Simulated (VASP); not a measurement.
# TiSi16 (a cell with a defect) in VASP: notebook

TiSi16 (a cell with a defect) is run at these levels: PBE; tasks: single point.

All numbers are computed with VASP 6.6.1; they aren't measurements. Logs are shortened: lines on timing, memory, paths and dates and some standing lists are left out, and cuts for length are marked.

## 1. The cell of the first run

The cell holds a defect, 17 atoms: a = 7.679 Å, b = 7.679 Å, c = 7.679 Å, α = 60.00°, β = 60.00°, γ = 60.00°.

## 2. Single point, PBE

Contents of INCAR:

```
SYSTEM = TiSi16
PREC     = Accurate       ! precision mode
ENCUT    = 520            ! plane-wave cutoff, eV
EDIFF    = 1E-6           ! SCF threshold, eV
ISMEAR   = -1             ! smearing method
SIGMA    = 0.02           ! smearing width, eV
LREAL    = Auto         
LASPH    = .True.         ! aspherical terms in the spheres
NELM     = 60             ! most SCF steps
ALGO     = Normal         ! electronic algorithm
ISIF     = 2              ! what is computed and relaxed
LWAVE    = .False.        ! write WAVECAR
LCHARG   = .False.        ! write CHGCAR
GGA      = PE             ! functional
NBANDS   = 52             ! bands
```

Contents of KPOINTS:

```
Automatic mesh
0
Gamma
  2 2 2
  0 0 0
```

Contents of POSCAR:

```
TiSi16
1.0
    0.0000000000      5.4300000000      5.4300000000
    5.4300000000      0.0000000000      5.4300000000
    5.4300000000      5.4300000000      0.0000000000
Si Ti
16 1
Direct
   -0.0125375643      0.0047491362      0.0042186377
    0.1215623065      0.1287823849      0.1283037018
    0.0015341664     -0.0037986151      0.5014941448
    0.1218112789      0.1288991389      0.6217803438
    0.0015513322      0.5019703348     -0.0042563966
    0.1217587780      0.6223636162      0.1283958986
    0.0016259407      0.5020860157      0.5015764283
    0.1251952148      0.6255785887      0.6251402595
    0.5040490550      0.0043670819      0.0040247911
    0.6247454246      0.1255113792      0.1247235785
    0.5042533462      0.0047280730      0.4874382469
    0.6283421168      0.1287695742      0.6215340237
    0.5042578838      0.4881560863      0.0042011880
    0.6284097213      0.6220286696      0.1283579019
    0.4957991369      0.5019623345      0.5015027914
    0.6284503242      0.6223508752      0.6217144237
    0.3749173379      0.8755039257      0.8748868369
```

Potentials or basis: VASP PAW PBE potentials, release 64 (Si, Ti_sv).

Command:

```sh
> cat potpaw_PBE.64/Si/POTCAR potpaw_PBE.64/Ti_sv/POTCAR > POTCAR
> mpirun -np 1 vasp_std > vasp.out
```

OUTCAR:

```text
SYSTEM = TiSi16
   PREC = Accurate
   ENCUT = 520
   EDIFF = 1E-6
   ISMEAR = -1
   LREAL = Auto
   LASPH = .True.
   NELM = 60
   ISIF = 2
   GGA = PE

 ion  position               nearest neighbor table
   1  0.987  0.005  0.004-  10 2.27   2 2.40   6 2.40   4 2.40  17 2.43
   2  0.122  0.129  0.128-   5 2.34   3 2.34   1 2.40   9 2.40  17 2.75
   3  0.002  0.996  0.501-   8 2.32   2 2.34  12 2.34   4 2.34
   4  0.122  0.129  0.622-   7 2.34   3 2.34   1 2.40  11 2.40  17 2.75
   5  0.002  0.502  0.996-   8 2.32  14 2.34   2 2.34   6 2.34
   6  0.122  0.622  0.128-   7 2.34   5 2.34   1 2.40  13 2.40  17 2.75
   7  0.002  0.502  0.502-   8 2.32  16 2.34   6 2.34   4 2.34
   8  0.125  0.626  0.625-   5 2.32  15 2.32   3 2.32   7 2.32
   9  0.504  0.004  0.004-  10 2.27  14 2.40   2 2.40  12 2.40  17 2.43
  10  0.625  0.126  0.125-   9 2.27  13 2.27  11 2.27   1 2.27
  11  0.504  0.005  0.487-  10 2.27  12 2.40  16 2.40   4 2.40  17 2.43
  12  0.628  0.129  0.622-   3 2.34  15 2.34  11 2.40   9 2.40  17 2.75
  13  0.504  0.488  0.004-  10 2.27  14 2.40  16 2.40   6 2.40  17 2.43
  14  0.628  0.622  0.128-   5 2.34  15 2.34  13 2.40   9 2.40  17 2.75
  15  0.496  0.502  0.502-   8 2.32  14 2.34  12 2.34  16 2.34
  16  0.628  0.622  0.622-   7 2.34  15 2.34  11 2.40  13 2.40  17 2.75
  17  0.375  0.876  0.875-   9 2.43  13 2.43  11 2.43   1 2.43   4 2.75   6 2.75  16 2.75  12 2.75
                             2 2.75  14 2.75

  LATTYP: Found a face centered cubic cell.
 ALAT       =    10.8600000000

  Lattice vectors:

 A1 = (   0.0000000000,   5.4300000000,   5.4300000000)
 A2 = (   5.4300000000,   0.0000000000,   5.4300000000)
 A3 = (   5.4300000000,   5.4300000000,   0.0000000000)

Analysis of symmetry for initial positions (statically):
=====================================================================
 Subroutine PRICEL returns:
 Original cell was already a primitive cell.

 Routine SETGRP: Setting up the symmetry group for a
 face centered cubic supercell.

 Subroutine GETGRP returns: Found  1 space group operations
 (whereof  1 operations were pure point group operations)
 out of a pool of 48 trial point group operations.

The static configuration has the point symmetry C_1 .

Analysis of symmetry for dynamics (positions and initial velocities):
=====================================================================
 Subroutine PRICEL returns:
 Original cell was already a primitive cell.
[... 120 lines left out ...]
   NELM   =     60;   NELMIN=  2; NELMDL= -5     # of ELM steps
   EDIFF  = 0.1E-05   stopping-criterion for ELM
   LREAL  =      T    real-space projection
   EDIFFG = 0.1E-04   stopping-criterion for IOM
   NSW    =      0    number of steps for IOM
   IBRION =     -1    ionic relax: 0-MD 1-quasi-New 2-CG
   NFREE  =      0    steps in history (QN), initial steepest desc. (CG)
   ISIF   =      2    stress and relaxation
   ISYM   =      2    0-nonsym 1-usesym 2-fastsym
   POTIM  = 0.5000    time-step for ionic-motion
   TEBEG  =    0.0;   TEEND  =   0.0 temperature during run
   PSTRESS=    0.0 pullay stress
   NELECT =      76.0000    total number of electrons
   NUPDOWN=      -1.0000    fix difference up-down
   EMIN   =  10.00;   EMAX   =-10.00  energy-range for DOS
   EFERMI =   0.00;   METHOD = LEGACY
   ISMEAR =    -1;   SIGMA  =   0.02  broadening in eV -4-tet -1-fermi 0-gaus
   EFERMI_NEDOS =   21; number of points for ismear=-14 and -15
   IALGO  =     38    algorithm
   IMIX   =      4    mixing-type and parameters
     AMIX     =   0.40;   BMIX     =  1.00
     AMIX_MAG =   1.60;   BMIX_MAG =  1.00
  volume/ion in A,a.u.               =      18.84       127.11
  Fermi-wavevector in a.u.,A,eV,Ry     =   1.013607  1.915439 13.978610  1.027399
  Thomas-Fermi vector in A             =   2.146786
   LORBIT       =      0    0 simple, 1 ext, 2 COOP (PROOUT), +10 PAW based schemes
   GGA     = PE    functional components
[... 5 lines left out ...]
 non-spin polarized calculation
  energy-cutoff  :      520.00
  volume of cell :      320.21
 maximum number of plane-waves:      8646
 NGX is ok and might be reduce to    60
   NGX = 29   NGY = 29   NGZ = 29

 number of electron      75.9999998 magnetization

 Free energy of the ion-electron system (eV)
  ---------------------------------------------------
  ext. energy  EPLUGINS =         0.00000000
  ---------------------------------------------------
  free energy    TOTEN  =       -92.21424491 eV

  energy without entropy =      -92.18969299  energy(sigma->0) =      -92.20196895

 E-fermi :   6.9311     XC(G=0):  -9.7514

 val. band max:        6.8926239374   @ k =   0.5000   0.5000   0.0000
 cond. band min:       6.9600130869   @ k =   0.0000   0.0000   0.5000
 fundamental gap:      0.0673891495
 Fermi energy:         6.9311430771

 k-point     1 :       0.0000    0.0000    0.0000
  band No.  band energies     occupation
      1     -49.8788      2.00000
      2     -26.2529      2.00000
      3     -26.2516      2.00000
      4     -26.2495      2.00000
      5      -5.7210      2.00000
      6      -3.5128      2.00000
[... 413 lines left out ...]
     49       9.8751      0.00000
     50      10.5380      0.00000
 [bands above 50 left out]

------------------------ aborting loop because EDIFF is reached ----------------------------------------

  FORCE on cell =-STRESS in cart. coord.  units (eV):
  Direction    XX          YY          ZZ          XY          YZ          ZX
  --------------------------------------------------------------------------------------
  -------------------------------------------------------------------------------------
  Total        8.0372837      8.0180179      8.0405186     -0.0139611     -0.0138440      0.0017337
  in kB       40.2152153     40.1188169     40.2314014     -0.0698553     -0.0692698      0.0086746
  external PRESSURE =      40.1884779 kB  Pullay stress =       0.0000000 kB

 VOLUME and BASIS-vectors are now :
 -----------------------------------------------------------------------------
  energy-cutoff  :      520.00
  volume of cell :      320.21
      direct lattice vectors                 reciprocal lattice vectors
     0.000000000  5.430000000  5.430000000    -0.092081031  0.092081031  0.092081031
     5.430000000  0.000000000  5.430000000     0.092081031 -0.092081031  0.092081031
     5.430000000  5.430000000  0.000000000     0.092081031  0.092081031 -0.092081031

 POSITION                                       TOTAL-FORCE (eV/Angst)
 -----------------------------------------------------------------------------------
      0.04870      5.38483      5.38771         0.003135     -0.001775     -0.001617
      1.39598      1.35677      1.35937         0.001292      0.000257     -0.001517
      8.13249      2.73144      5.41770        -0.002772      0.002953     -0.002876
      4.07619      4.03770      1.36136        -0.001849     -0.003582     -0.001818
      8.13259      5.41531      2.73412        -0.003526     -0.001932      0.003888
      4.07662      1.35834      4.04058        -0.001241     -0.000436     -0.003986
[... 9 lines left out ...]
      6.75527      6.78839      6.79185        -0.003767     -0.000508     -0.001456
      9.50462      6.78644      6.78979         0.008145     -0.004083      0.008435
 -----------------------------------------------------------------------------------
    total drift:                                0.006255     -0.005662      0.005260

  FREE ENERGIE OF THE ION-ELECTRON SYSTEM (eV)
  ---------------------------------------------------
  free  energy   TOTEN  =       -92.2142449089 eV

  energy  without entropy=      -92.1896929866  energy(sigma->0) =      -92.20196895
```

OSZICAR:

```text
N       E                     dE             d eps       ncg     rms          rms(c)
DAV:   1     0.342377245349E+03    0.34238E+03   -0.30868E+04   848   0.126E+03
DAV:   2    -0.582368503090E+02   -0.40061E+03   -0.38254E+03   964   0.246E+02
DAV:   3    -0.924876116575E+02   -0.34251E+02   -0.33188E+02  1200   0.658E+01
DAV:   4    -0.950630997533E+02   -0.25755E+01   -0.25324E+01  1288   0.154E+01
DAV:   5    -0.951326242511E+02   -0.69524E-01   -0.69385E-01  1096   0.228E+00    0.186E+01
DAV:   6    -0.943908905400E+02    0.74173E+00   -0.16611E+01  1136   0.193E+01    0.149E+01
DAV:   7    -0.929988312314E+02    0.13921E+01   -0.21327E+01  1128   0.229E+01    0.946E+00
DAV:   8    -0.923063373499E+02    0.69249E+00   -0.14774E+00  1016   0.553E+00    0.284E+00
DAV:   9    -0.922110109087E+02    0.95326E-01   -0.45919E-01  1272   0.279E+00    0.534E-01
DAV:  10    -0.922125846747E+02   -0.15738E-02   -0.23410E-02  1064   0.558E-01    0.358E-01
DAV:  11    -0.922143427834E+02   -0.17581E-02   -0.38528E-03  1088   0.248E-01    0.209E-01
DAV:  12    -0.922141996024E+02    0.14318E-03   -0.13118E-03  1116   0.191E-01    0.463E-02
DAV:  13    -0.922142458253E+02   -0.46223E-04   -0.17107E-04  1056   0.540E-02    0.220E-02
DAV:  14    -0.922142433773E+02    0.24479E-05   -0.28574E-05  1068   0.275E-02    0.677E-03
DAV:  15    -0.922142453095E+02   -0.19321E-05   -0.35392E-06   920   0.759E-03    0.333E-03
DAV:  16    -0.922142449089E+02    0.40058E-06   -0.15673E-07   548   0.166E-03
   1 F= -.92214245E+02 E0= -.92201969E+02  d E =-.245519E-01
```

stdout:

```text
POSCAR found type information on POSCAR SiTi
 POSCAR found :  2 types and      17 ions
 scaLAPACK will be used
 LDA part: xc-table for (Slater+PW92), standard interpolation
 POSCAR, INCAR and KPOINTS ok, starting setup
 FFT: planning ... GRIDC
 FFT: planning ... GRID_SOFT
 FFT: planning ... GRID
 WAVECAR not read
 entering main loop
```

Run time: 2.6 min. Hardware: 1 thread of Intel Xeon 6975P-C (Granite Rapids), shared host; peak memory 0.49 GiB.

What came out:

```
Free energy            : -92.2142 eV
Pressure               : 4.0 GPa
Largest force          : 0.012 eV/Å
Band gap on the k mesh : zero (band 38 reaches 6.96 eV, above the bottom of band 39 at 6.53 eV)
```

Forces in eV/Å, atoms in the order of the input:
```
Si   0.003 -0.002 -0.002
Si   0.001  0.000 -0.002
Si  -0.003  0.003 -0.003
Si  -0.002 -0.004 -0.002
Si  -0.004 -0.002  0.004
Si  -0.001  0.000 -0.004
Si   0.003  0.004  0.003
Si  -0.003 -0.001 -0.003
Si   0.003  0.003  0.003
Si  -0.001  0.004 -0.002
Si  -0.002 -0.002  0.004
Si  -0.001  0.000  0.001
Si  -0.001  0.001 -0.001
Si  -0.001  0.002 -0.001
Si   0.004 -0.002 -0.004
Si  -0.004 -0.001 -0.001
Ti   0.008 -0.004  0.008
```

Caveat: the k points lie up to 0.50 Å⁻¹ apart.

[end of part 1 of 2]
